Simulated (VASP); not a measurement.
Zn, 2 atoms in the cell. Symmetry: P6_3/mmc, No. 194, hexagonal system. The conventional cell has a = 2.629 Å, b = 2.629 Å, c = 4.636 Å, α = 90.00°, β = 90.00°, γ = 120.00°. Within 3.5 Å of Zn (site symmetry -6m2) lie 12 Zn at 2.63 to 2.77 Å. 

```yaml
Program: VASP 6.6.1
Task: single point
Functional: PBEsol
Potentials_or_basis: VASP PAW PBE potentials, release 64 (Zn)
Cutoff: 520 eV
k_mesh: 20 × 20 × 10
Occupations: fermi-dirac, width 0.1 eV
Spin: no spin polarisation
Dipole_correction: no
Further_INCAR_settings: ALGO = Normal; EDIFF = 1e-06; NBANDS = 19
```

Potentials or basis: VASP PAW PBE potentials, release 64 (Zn).

Launch:

```console
$ cat potpaw_PBE.64/Zn/POTCAR > POTCAR
$ mpirun -np 1 vasp_std > vasp.out
```

Hardware: 1 thread of AMD EPYC 7R13, on a shared host.

Question: How long does it take, and how much memory?

Answer: Wall time 2.5 min on 1 thread of AMD EPYC 7R13, on a shared host, peak memory 0.2 GiB. Counts: scf iterations 11, k points 264.
